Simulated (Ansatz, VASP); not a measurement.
## One calculation of Na2BrCl, two programs

INCAR

```
SYSTEM = Na2BrCl
PREC = Accurate ; ENCUT = 520
EDIFF = 1E-7 ; ISMEAR = 0
SIGMA = 0.05 ; LREAL = .FALSE.
LASPH = .TRUE. ; NELM = 60
ALGO = Normal ; ISIF = 2
LWAVE = .FALSE. ; LCHARG = .FALSE.
NBANDS = 22
```

The input KPOINTS:

```
Automatic mesh
0
G
  9 9 9
  0 0 0
```

File POSCAR:

```
Na2BrCl
1.0
    1.9888625555      1.1482703318      6.2384138411
   -1.9888625555      1.1482703318      6.2384138411
    0.0000000000     -2.2965406636      6.2384138411
Na Br Cl
2 1 1
Direct
    0.2545086910      0.2545086910      0.2545086910
    0.7454913090      0.7454913090      0.7454913090
    0.5000000000      0.5000000000      0.5000000000
    0.0000000000      0.0000000000      0.0000000000
```

Input for Ansatz:

```yaml
crystal:
  lattice:
    - [1.9888625555, 1.1482703318, 6.2384138411]
    - [-1.9888625555, 1.1482703318, 6.2384138411]
    - [0.0, -2.2965406636, 6.2384138411]
  atoms:
    - { symbol: Na, position: [0.254508691, 0.254508691, 0.254508691] }
    - { symbol: Na, position: [0.745491309, 0.745491309, 0.745491309] }
    - { symbol: Br, position: [0.5, 0.5, 0.5] }
    - { symbol: Cl, position: [0.0, 0.0, 0.0] }
basis:
  ecutwfc: 420
kpoints:
  mp_grid: { grid: [9, 9, 9] }
hamiltonian:
  xc: lda
scf:
  occupations: { method: gaussian, width: 0.05 }
output:
  forces: true
  stress: true
  eigenvalues: true
```

Change from the starting cell: strain -0.0400 x Voigt [0, 0, 1, 0, 0, 0], atoms carried along.

Alike in both runs: task single point; functional LDA; k mesh 9 × 9 × 9; occupations gaussian, width 0.05 eV; no spin polarisation.

```csv
,VASP,Ansatz
version,VASP 6.6.1,Ansatz 0.2.0
potentials or method,"VASP PAW LDA potentials, release 64 (Na_pv, Br, Cl), cutoff 520 eV","scalar-relativistic, plane waves, PAW"
valence electrons in the cell,28,32
```

|  | VASP | Ansatz | Ansatz less VASP |
| --- | --- | --- | --- |
| gap on the k mesh at the Fermi level (eV) | 4.42 | 4.41 | -0.010 |
| least direct gap on the mesh (eV) | 4.42 | 4.41 | -0.010 |
| pressure (GPa) | 1.3 | 1.3 | -0.02 |
| traceless stress, the component that is largest in VASP (GPa) | 0.58 | 0.59 | +0.002 |
| rms of the force components (eV/Å) | 0.008 | 0.008 | -0.0005 |

LDA's correlation is that of Perdew and Zunger in VASP and of Perdew and Wang (1992) in Ansatz. Atom by atom the forces differ by 0.001 eV/Å (rms over components). VASP's potentials hold 28 valence electrons a cell and Ansatz's 32, so a difference there can come from the potentials and not from the codes.
